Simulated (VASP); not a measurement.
# BN (ae) (I-4m2) in VASP: single point with PBEsol

Aim: the single point of BN (ae) with PBEsol.

All numbers are computed with VASP 6.6.1; they aren't measurements. Logs are shortened: lines on timing, memory, paths and dates and some standing lists are left out, and cuts for length are marked.

## (1) The cell of the first run

The structure is tetragonal, space group I-4m2 (No. 119). Conventional cell: a = 2.575 Å, b = 2.575 Å, c = 3.589 Å, α = 90.00°, β = 90.00°, γ = 90.00°. B (site symmetry -4m2) has 4 N at 1.57 Å within 2.1 Å. N (site symmetry -4m2) has 4 B at 1.57 Å within 2.1 Å.

## (2) Single point, PBEsol

Contents of INCAR:

```
ALGO     = Normal         # electronic algorithm
EDIFF    = 1E-6           # SCF threshold, eV
ENCUT    = 600            # plane-wave cutoff, eV
GGA      = PS             # functional
GGA_COMPAT= F            
ISIF     = 2              # what is computed and relaxed
ISMEAR   = 0              # smearing method
LASPH    = T              # aspherical terms in the spheres
LCHARG   = T              # write CHGCAR
LELF     = T              # ELF
LREAL    = F              # projectors in reciprocal space
LVHAR    = T            
LWAVE    = F              # write WAVECAR
NBANDS   = 11             # bands
NELM     = 120            # most SCF steps
PREC     = Accurate       # precision mode
SIGMA    = 0.01           # smearing width, eV
```

Contents of KPOINTS:

```
k-points
0
Gamma
  10 10 10
```

Contents of POSCAR:

```
BN
1.0
    0.0000000000      1.8205739732      1.7942777948
    1.8205739732      0.0000000000      1.7942777948
    1.8205739732      1.8205739732      0.0000000000
B N
1 1
Direct
    0.0000000000      0.0000000000      0.0000000000
    0.2500000000      0.2500000000      0.2500000000
```

Potentials or basis: VASP PAW PBE potentials, release 64 (B, N).

Run with:

```console
> cat potpaw_PBE.64/B/POTCAR potpaw_PBE.64/N/POTCAR > POTCAR
> mpirun -np 1 vasp_std > vasp.out
```

OUTCAR:

```text
EDIFF = 1E-6
   ENCUT = 600
   GGA = PS
   ISIF = 2
   ISMEAR = 0
   LASPH = T
   LREAL = F
   NELM = 120
   PREC = Accurate

 ion  position               nearest neighbor table
   1  0.000  0.000  0.000-   2 1.57   2 1.57   2 1.57   2 1.57
   2  0.250  0.250  0.250-   1 1.57   1 1.57   1 1.57   1 1.57

  LATTYP: Found a body centered tetragonal cell.
 ALAT       =     2.5746804042
 C/A-ratio  =     1.3937868109

  Lattice vectors:

 A1 = (   0.0000000000,  -1.8205739732,  -1.7942777948)
 A2 = (   0.0000000000,   1.8205739732,  -1.7942777948)
 A3 = (   1.8205739732,   0.0000000000,   1.7942777948)

Analysis of symmetry for initial positions (statically):
=====================================================================
 Subroutine PRICEL returns:
 Original cell was already a primitive cell.

 Routine SETGRP: Setting up the symmetry group for a
 body centered tetragonal supercell.

 Subroutine GETGRP returns: Found  8 space group operations
 (whereof  8 operations were pure point group operations)
 out of a pool of 16 trial point group operations.

The static configuration has the point symmetry D_2d.

Analysis of symmetry for dynamics (positions and initial velocities):
=====================================================================
 Subroutine PRICEL returns:
 Original cell was already a primitive cell.

 Routine SETGRP: Setting up the symmetry group for a
 body centered tetragonal supercell.

 Subroutine GETGRP returns: Found  8 space group operations
 (whereof  8 operations were pure point group operations)
 out of a pool of 16 trial point group operations.

The dynamic configuration has the point symmetry D_2d.

 Subroutine INISYM returns: Found  8 space group operations
 (whereof  8 operations are pure point group operations),
 and found     1 'primitive' translations

----------------------------------------------------------------------------------------

                                     Primitive cell

  volume of cell :      11.8942

  direct lattice vectors                    reciprocal lattice vectors
     0.000000000  1.820573973  1.794277795    -0.274638662  0.274638662  0.278663650
     1.820573973  0.000000000  1.794277795     0.274638662 -0.274638662  0.278663650
     1.820573973  1.820573973  0.000000000     0.274638662  0.274638662 -0.278663650

  length of vectors
     2.556153829  2.556153829  2.574680404     0.478023241  0.478023241  0.478023241

[... 87 lines left out ...]
   ISYM   =      2    0-nonsym 1-usesym 2-fastsym
   POTIM  = 0.5000    time-step for ionic-motion
   TEBEG  =    0.0;   TEEND  =   0.0 temperature during run
   PSTRESS=    0.0 pullay stress
   NELECT =       8.0000    total number of electrons
   NUPDOWN=      -1.0000    fix difference up-down
   EMIN   =  10.00;   EMAX   =-10.00  energy-range for DOS
   EFERMI =   0.00;   METHOD = LEGACY
   ISMEAR =     0;   SIGMA  =   0.01  broadening in eV -4-tet -1-fermi 0-gaus
   EFERMI_NEDOS =   21; number of points for ismear=-14 and -15
   IALGO  =     38    algorithm
   IMIX   =      4    mixing-type and parameters
     AMIX     =   0.40;   BMIX     =  1.00
     AMIX_MAG =   1.60;   BMIX_MAG =  1.00
  volume/ion in A,a.u.               =       5.95        40.13
  Fermi-wavevector in a.u.,A,eV,Ry     =   1.434364  2.710555 27.992628  2.057400
  Thomas-Fermi vector in A             =   2.553781
   LORBIT       =      0    0 simple, 1 ext, 2 COOP (PROOUT), +10 PAW based schemes
   GGA     = PS    functional components
   LHFCALC =     F    Hartree Fock is set to
   AEXX    =    0.0000 exact exchange contribution
   IVDW    =     0    specifies the selected vdW correction
   LEPSILON=     F    determine dielectric tensor
   LRPA    =     F    only Hartree local field effects (RPA)
 non-spin polarized calculation
 Gauss-broadening in eV      SIGMA  =   0.01
  energy-cutoff  :      600.00
  volume of cell :       11.89
 maximum number of plane-waves:       411
   NGX = 11   NGY = 11   NGZ = 11

 number of electron       8.0000000 magnetization

 Free energy of the ion-electron system (eV)
  ---------------------------------------------------
  ext. energy  EPLUGINS =         0.00000000
  ---------------------------------------------------
  free energy    TOTEN  =       -18.34538590 eV

  energy without entropy =      -18.34538590  energy(sigma->0) =      -18.34538590

 E-fermi :   7.5407     XC(G=0): -12.9820

 val. band max:        7.3691176728   @ k =   0.0000   0.0000   0.0000
 cond. band min:      11.3810103771   @ k =   0.5000   0.5000   0.0000
 fundamental gap:      4.0118927042
 Fermi energy:         7.5406535994

 k-point     1 :       0.0000    0.0000    0.0000
  band No.  band energies     occupation
      1     -12.8965      2.00000
      2       7.2295      2.00000
      3       7.2295      2.00000
      4       7.3691      2.00000
      5      15.9389      0.00000
      6      16.0401      0.00000
      7      16.0401      0.00000
      8      17.4291      0.00000
      9      31.6556      0.00000
     10      34.5038      0.00000
     11      35.0392      0.00000
[... 309 lines left out ...]
 k-point    24 :       0.4000    0.3000    0.0000
  band No.  band energies     occupation
      1      -9.0471      2.00000
      2       0.5735      2.00000
      3       2.7298      2.00000
      4       3.0851      2.00000
      5      13.0700      0.00000
      6      17.5457      0.00000
      7      22.6471      0.00000
      8      22.7159      0.00000
      9      26.8953      0.00000
     10      34.1907      0.00000
     11      38.6649      0.00000

 [... further k-points ...]

------------------------ aborting loop because EDIFF is reached ----------------------------------------

  FORCE on cell =-STRESS in cart. coord.  units (eV):
  Direction    XX          YY          ZZ          XY          YZ          ZX
  --------------------------------------------------------------------------------------
  -------------------------------------------------------------------------------------
  Total       -0.6044643     -0.6044643      0.0323353      0.0000000      0.0000000      0.0000000
  in kB      -81.4225897    -81.4225897      4.3556249      0.0000000      0.0000000      0.0000000
  external PRESSURE =     -52.8298515 kB  Pullay stress =       0.0000000 kB

 VOLUME and BASIS-vectors are now :
 -----------------------------------------------------------------------------
  energy-cutoff  :      600.00
  volume of cell :       11.89
      direct lattice vectors                 reciprocal lattice vectors
     0.000000000  1.820573973  1.794277795    -0.274638662  0.274638662  0.278663650
     1.820573973  0.000000000  1.794277795     0.274638662 -0.274638662  0.278663650
     1.820573973  1.820573973  0.000000000     0.274638662  0.274638662 -0.278663650

 POSITION                                       TOTAL-FORCE (eV/Angst)
 -----------------------------------------------------------------------------------
      0.00000      0.00000      0.00000        -0.000000     -0.000000     -0.000000
      0.91029      0.91029      0.89714         0.000000      0.000000      0.000000
 -----------------------------------------------------------------------------------
    total drift:                                0.000001      0.000001     -0.000002

  FREE ENERGIE OF THE ION-ELECTRON SYSTEM (eV)
  ---------------------------------------------------
  free  energy   TOTEN  =       -18.3453859001 eV

  energy  without entropy=      -18.3453859001  energy(sigma->0) =      -18.34538590
```

stdout:

```text
POSCAR found type information on POSCAR B N
 POSCAR found :  2 types and       2 ions
 scaLAPACK will be used
 -----------------------------------------------------------------------------
|                                                                             |
|                                                                             |
|     You enforced a specific xc type in the INCAR file but a different       |
|     I HOPE YOU KNOW WHAT YOU ARE DOING!                                     |
|                                                                             |
 -----------------------------------------------------------------------------

 LDA part: xc-table for (Slater+PW92), standard interpolation
 POSCAR, INCAR and KPOINTS ok, starting setup
 FFT: planning ... GRIDC
 FFT: planning ... GRID_SOFT
 FFT: planning ... GRID
 WAVECAR not read
 entering main loop
```

Wall time 11 s (1 thread of Intel Xeon 6975P-C, shared host); peak memory 0.13 GiB.

Results:

```yaml
Free_energy: -18.3454 eV
Pressure: -5.3 GPa
Band_gap_on_the_k_mesh: 4.01 eV, indirect (least direct gap 8.57 eV)
```

Caveat: the PAW data sets were made with another functional, which shifts forces and pressure a little. A hybrid or GW would open this gap; PBEsol tends to underestimate it.
